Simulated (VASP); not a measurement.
# LaBi (Fm-3m) in VASP: further runs

LaBi is run at these levels: LDA; tasks: single point.

Everything below comes from runs of VASP 6.6.1. Logs are shortened: lines on timing, memory, paths and dates and some standing lists are left out, and cuts for length are marked.

### 1 The cell of the first run

It takes space group Fm-3m (No. 225, cubic). The conventional cell has a = 6.040 Å, b = 6.040 Å, c = 6.040 Å, α = 90.00°, β = 90.00°, γ = 90.00°. Within 4.0 Å of La (site symmetry m-3m) lie 6 Bi at 3.02 Å. Bi (site symmetry m-3m) has 6 La at 3.02 Å within 4.0 Å.

### 2 Single point, LDA

INCAR reads:

```
ALGO = Normal
EDIFF = 1E-6
ENCUT = 520
ISIF = 2
ISMEAR = -1
LASPH = T
LCHARG = F
LREAL = F
LWAVE = F
NBANDS = 20
NELM = 100
PREC = Accurate
SIGMA = 0.05
```

KPOINTS reads:

```
k-points
0
Gamma
  9 9 9
```

POSCAR reads:

```
LaBi
1.0
    0.0000000000      3.0199741883      3.0199741883
    3.0199741883      0.0000000000      3.0199741883
    3.0199741883      3.0199741883      0.0000000000
La Bi
1 1
Direct
    0.0000000000      0.0000000000      0.0000000000
    0.5000000000      0.5000000000      0.5000000000
```

Potentials or basis: VASP PAW LDA potentials, release 64 (La, Bi_d).

Run with:

```
> cat potpaw_LDA.64/La/POTCAR potpaw_LDA.64/Bi_d/POTCAR > POTCAR
> mpirun -np 1 vasp_std > vasp.out
```

OUTCAR:

```text
EDIFF = 1E-6
   ENCUT = 520
   ISIF = 2
   ISMEAR = -1
   LASPH = T
   LREAL = F
   NELM = 100
   PREC = Accurate

 ion  position               nearest neighbor table
   1  0.000  0.000  0.000-   2 3.02   2 3.02   2 3.02   2 3.02   2 3.02   2 3.02
   2  0.500  0.500  0.500-   1 3.02   1 3.02   1 3.02   1 3.02   1 3.02   1 3.02

  LATTYP: Found a face centered cubic cell.
 ALAT       =     6.0399483766

  Lattice vectors:

 A1 = (   0.0000000000,   3.0199741883,   3.0199741883)
 A2 = (   3.0199741883,   0.0000000000,   3.0199741883)
 A3 = (   3.0199741883,   3.0199741883,   0.0000000000)

Analysis of symmetry for initial positions (statically):
=====================================================================
 Subroutine PRICEL returns:
 Original cell was already a primitive cell.

 Routine SETGRP: Setting up the symmetry group for a
 face centered cubic supercell.

 Subroutine GETGRP returns: Found 48 space group operations
 (whereof 48 operations were pure point group operations)
 out of a pool of 48 trial point group operations.

The static configuration has the point symmetry O_h .

Analysis of symmetry for dynamics (positions and initial velocities):
=====================================================================
 Subroutine PRICEL returns:
 Original cell was already a primitive cell.

 Routine SETGRP: Setting up the symmetry group for a
 face centered cubic supercell.

 Subroutine GETGRP returns: Found 48 space group operations
 (whereof 48 operations were pure point group operations)
 out of a pool of 48 trial point group operations.

The dynamic configuration has the point symmetry O_h .

 Subroutine INISYM returns: Found 48 space group operations
 (whereof 48 operations are pure point group operations),
 and found     1 'primitive' translations

----------------------------------------------------------------------------------------

                                     Primitive cell

  volume of cell :      55.0858

  direct lattice vectors                    reciprocal lattice vectors
     0.000000000  3.019974188  3.019974188    -0.165564329  0.165564329  0.165564329
     3.019974188  0.000000000  3.019974188     0.165564329 -0.165564329  0.165564329
     3.019974188  3.019974188  0.000000000     0.165564329  0.165564329 -0.165564329

[... 76 lines left out ...]
   ICHARG =      2    charge: 1-file 2-atom 10-const
   ISPIN  =      1    spin polarized calculation?
   LNONCOLLINEAR =      F non collinear calculations
   LSORBIT =      F    spin-orbit coupling
   LASPH  =      T    aspherical Exc in radial PAW
   ENCUT  =  520.0 eV  38.22 Ry    6.18 a.u.   7.94  7.94  7.94*2*pi/ulx,y,z
   NELM   =    100;   NELMIN=  2; NELMDL= -5     # of ELM steps
   EDIFF  = 0.1E-05   stopping-criterion for ELM
   LREAL  =      F    real-space projection
   EDIFFG = 0.1E-04   stopping-criterion for IOM
   NSW    =      0    number of steps for IOM
   IBRION =     -1    ionic relax: 0-MD 1-quasi-New 2-CG
   NFREE  =      0    steps in history (QN), initial steepest desc. (CG)
   ISIF   =      2    stress and relaxation
   ISYM   =      2    0-nonsym 1-usesym 2-fastsym
   POTIM  = 0.5000    time-step for ionic-motion
   TEBEG  =    0.0;   TEEND  =   0.0 temperature during run
   PSTRESS=    0.0 pullay stress
   NELECT =      26.0000    total number of electrons
   NUPDOWN=      -1.0000    fix difference up-down
   EMIN   =  10.00;   EMAX   =-10.00  energy-range for DOS
   EFERMI =   0.00;   METHOD = LEGACY
   ISMEAR =    -1;   SIGMA  =   0.05  broadening in eV -4-tet -1-fermi 0-gaus
   EFERMI_NEDOS =   21; number of points for ismear=-14 and -15
   IALGO  =     38    algorithm
   IMIX   =      4    mixing-type and parameters
     AMIX     =   0.40;   BMIX     =  1.00
     AMIX_MAG =   1.60;   BMIX_MAG =  1.00
  volume/ion in A,a.u.               =      27.54       185.87
  Fermi-wavevector in a.u.,A,eV,Ry     =   1.274636  2.408712 22.105331  1.624696
  Thomas-Fermi vector in A             =   2.407393
   LORBIT       =      0    0 simple, 1 ext, 2 COOP (PROOUT), +10 PAW based schemes
   GGA     = CA    functional components
   LHFCALC =     F    Hartree Fock is set to
   AEXX    =    0.0000 exact exchange contribution
   IVDW    =     0    specifies the selected vdW correction
   LEPSILON=     F    determine dielectric tensor
   LRPA    =     F    only Hartree local field effects (RPA)
 non-spin polarized calculation
  energy-cutoff  :      520.00
  volume of cell :       55.09
 maximum number of plane-waves:      1494
   NGX = 15   NGY = 15   NGZ = 15

 number of electron      25.9999997 magnetization

 Free energy of the ion-electron system (eV)
  ---------------------------------------------------
  ext. energy  EPLUGINS =         0.00000000
  ---------------------------------------------------
  free energy    TOTEN  =       -11.58806333 eV

  energy without entropy =      -11.58458709  energy(sigma->0) =      -11.58632521

 E-fermi :   9.5067     XC(G=0): -10.9625

 val. band max:        9.5026097229   @ k =   0.1111   0.1111   0.0000
 cond. band min:       9.5550364298   @ k =   0.2222   0.2222   0.0000
 fundamental gap:      0.0524267070
 Fermi energy:         9.5067318606

 k-point     1 :       0.0000    0.0000    0.0000
  band No.  band energies     occupation
      1     -22.4160      2.00000
      2     -12.5282      2.00000
      3     -12.5282      2.00000
      4     -12.4260      2.00000
      5     -12.4260      2.00000
      6     -12.4260      2.00000
[... 541 lines left out ...]
     19      12.3549      0.00000
     20      12.9869      0.00000

 [... further k-points ...]

------------------------ aborting loop because EDIFF is reached ----------------------------------------

  FORCE on cell =-STRESS in cart. coord.  units (eV):
  Direction    XX          YY          ZZ          XY          YZ          ZX
  --------------------------------------------------------------------------------------
  -------------------------------------------------------------------------------------
  Total        6.8779890      6.8779890      6.8779890      0.0000000      0.0000000      0.0000000
  in kB      200.0471502    200.0471502    200.0471502      0.0000000      0.0000000      0.0000000
  external PRESSURE =     200.0471502 kB  Pullay stress =       0.0000000 kB

 VOLUME and BASIS-vectors are now :
 -----------------------------------------------------------------------------
  energy-cutoff  :      520.00
  volume of cell :       55.09
      direct lattice vectors                 reciprocal lattice vectors
     0.000000000  3.019974188  3.019974188    -0.165564329  0.165564329  0.165564329
     3.019974188  0.000000000  3.019974188     0.165564329 -0.165564329  0.165564329
     3.019974188  3.019974188  0.000000000     0.165564329  0.165564329 -0.165564329

 POSITION                                       TOTAL-FORCE (eV/Angst)
 -----------------------------------------------------------------------------------
      0.00000      0.00000      0.00000         0.000000      0.000000     -0.000000
      3.01997      3.01997      3.01997        -0.000000     -0.000000      0.000000
 -----------------------------------------------------------------------------------
    total drift:                                0.000000     -0.000000      0.000000

  FREE ENERGIE OF THE ION-ELECTRON SYSTEM (eV)
  ---------------------------------------------------
  free  energy   TOTEN  =       -11.5880633339 eV

  energy  without entropy=      -11.5845870945  energy(sigma->0) =      -11.58632521
```

stdout:

```text
POSCAR found type information on POSCAR LaBi
 POSCAR found :  2 types and       2 ions
 scaLAPACK will be used
 LDA part: xc-table for (Slater(with rela. corr.)+CA(PZ))
 , standard interpolation
 POSCAR, INCAR and KPOINTS ok, starting setup
 FFT: planning ... GRIDC
 FFT: planning ... GRID_SOFT
 FFT: planning ... GRID
 WAVECAR not read
 entering main loop
```

It took 13 s on 1 thread of Intel Xeon 6975P-C (Granite Rapids), shared host; peak memory 0.18 GiB.

What came out:

* Free energy: -11.5881 eV
* Pressure: 20.0 GPa
* Band gap on the k mesh: zero (bands 13 and 14 overlap by 0.58 eV)

Caveat: the cell stands under pressure; spin-orbit coupling is left out, which moves the levels of the heavy elements.

### 3 Single point, LDA

This run uses another cell than the first one, of 30.07 Å³/atom.

INCAR reads:

```
PREC = Accurate
ENCUT = 520
EDIFF = 1E-6
ISMEAR = -1
SIGMA = 0.05
LREAL = False
LASPH = True
NELM = 60
ALGO = Normal
ISIF = 2
LWAVE = False
LCHARG = True
LELF = True
LVHAR = True
NBANDS = 20
```

KPOINTS reads:

```
regular mesh
0
Gamma
  9 9 9
```

POSCAR reads:

```
LaBi
1.0
    0.0000000000      3.1098068416      3.1098068416
    3.1098068416      0.0000000000      3.1098068416
    3.1098068416      3.1098068416      0.0000000000
La Bi
1 1
Direct
    0.0000000000      0.0000000000      0.0000000000
    0.5000000000      0.5000000000      0.5000000000
```

Potentials or basis: VASP PAW LDA potentials, release 64 (La, Bi_d).

Run with:

```
> cat potpaw_LDA.64/La/POTCAR potpaw_LDA.64/Bi_d/POTCAR > POTCAR
> mpirun -np 1 vasp_std > vasp.out
```

Wall time 19 s (1 thread of Intel Xeon 6975P-C (Granite Rapids), shared host); peak memory 0.21 GiB.

It converged, with:

```
Free energy            : -12.0550 eV
Pressure               : 10.0 GPa
Band gap on the k mesh : zero (bands 13 and 14 overlap by 0.59 eV)
```

Levels at points of the mesh, in eV from the Fermi level:
| k point | band 10 | band 11 | band 12 | band 13 | band 14 | band 15 | band 16 | band 17 |
| --- | --- | --- | --- | --- | --- | --- | --- | --- |
| (0.00, 0.00, 0.00) | -10.92 | 0.35 | 0.35 | 0.35 | 1.23 | 1.23 | 1.23 | 2.02 |

Caveat: the cell stands under pressure; spin-orbit coupling is left out, which moves the levels of the heavy elements.

### 4 Single point, LDA

This run uses another cell than the first one, of 31.88 Å³/atom.

INCAR reads:

```
  PREC = Accurate
  ENCUT = 520
  EDIFF = 1E-7
  ISMEAR = -1
  SIGMA = 0.05
  LREAL = F
  LASPH = T
  NELM = 60
  ALGO = Normal
  ISIF = 2
  LWAVE = F
  LCHARG = T
  GGA = CA
  LELF = T
  LVHAR = T
  NBANDS = 20
```

KPOINTS is that of step 3.

POSCAR reads:

```
LaBi
1.0
    0.0000000000      3.1707561752      3.1707561752
    3.1707561752      0.0000000000      3.1707561752
    3.1707561752      3.1707561752      0.0000000000
La Bi
1 1
Direct
    0.0000000000      0.0000000000      0.0000000000
    0.5000000000      0.5000000000      0.5000000000
```

Run with:

```
> cat potpaw_LDA.64/La/POTCAR potpaw_LDA.64/Bi_d/POTCAR > POTCAR
> mpirun -np 1 vasp_std > vasp.out
```

It took 21 s on 1 thread of Intel Xeon 6975P-C (Granite Rapids), shared host; peak memory 0.21 GiB.

It converged, with:

- Free energy: -12.2229 eV
- Pressure: 5.0 GPa
- Band gap on the k mesh: zero (bands 13 and 14 overlap by 0.49 eV)

Levels at points of the mesh, in eV from the Fermi level:
| k point | band 11 | band 12 | band 13 | band 14 | band 15 | band 16 |
| --- | --- | --- | --- | --- | --- | --- |
| (0.00, 0.00, 0.00) | 0.32 | 0.32 | 0.32 | 1.25 | 1.25 | 1.25 |

Caveat: the cell stands under pressure; spin-orbit coupling is left out, which moves the levels of the heavy elements.

### 5 Single point, LDA

This run uses another cell than the first one, of 34.39 Å³/atom.

INCAR reads:

```
PREC = Accurate
ENCUT = 520
EDIFF = 1E-6
ISMEAR = -1
SIGMA = 0.05
LREAL = F
LASPH = T
NELM = 80
ALGO = Normal
ISIF = 2
LWAVE = F
LCHARG = F
GGA = CA
NBANDS = 20
```

KPOINTS reads:

```
Automatic mesh
0
Gamma
  9 9 9
```

POSCAR reads:

```
LaBi
1.0
    0.0000000000      3.2518753661      3.2518753661
    3.2518753661      0.0000000000      3.2518753661
    3.2518753661      3.2518753661      0.0000000000
La Bi
1 1
Direct
    0.0000000000      0.0000000000      0.0000000000
    0.5000000000      0.5000000000      0.5000000000
```

Run with:

```
> cat potpaw_LDA.64/La/POTCAR potpaw_LDA.64/Bi_d/POTCAR > POTCAR
> mpirun -np 1 vasp_std > vasp.out
```

Wall time 24 s (1 thread of Intel Xeon 6975P-C (Granite Rapids), shared host); peak memory 0.21 GiB.

Results (log left out):

| Property | Result |
| --- | --- |
| Free energy | -12.2970 eV |
| Pressure | 0.0 GPa |
| Band gap on the k mesh | zero (bands 13 and 14 overlap by 0.51 eV) |

Levels at points of the mesh, in eV from the Fermi level:
| k point | band 9 | band 10 | band 11 | band 12 | band 13 | band 14 | band 15 | band 16 | band 17 | band 18 |
| --- | --- | --- | --- | --- | --- | --- | --- | --- | --- | --- |
| (0.00, 0.00, 0.00) | -16.15 | -10.54 | 0.26 | 0.26 | 0.26 | 1.24 | 1.24 | 1.24 | 1.74 | 2.12 |

Caveat: spin-orbit coupling is left out, which moves the levels of the heavy elements.

### 6 Summary

```csv
cell,gap on the mesh (eV),pressure (GPa)
"a = 4.271 Å, angles 60.0°, 2 atoms",none,20.0
"a = 4.398 Å, angles 60.0°, 2 atoms",none,10.0
"a = 4.484 Å, angles 60.0°, 2 atoms",none,5.0
"a = 4.599 Å, angles 60.0°, 2 atoms",none,0.0
```

Alike in all rows: task single point; level LDA; potentials or basis VASP PAW LDA potentials, release 64 (La, Bi_d); no spin polarisation; k mesh 9 × 9 × 9; cutoff (eV) 520; smearing fermi-dirac 0.05 eV.

Caveats: spin-orbit coupling is left out, which moves the levels of the heavy elements; the cell stands under pressure (at least some runs).

Total energies depend on the potentials used, so only differences within one code and one set of settings carry meaning.
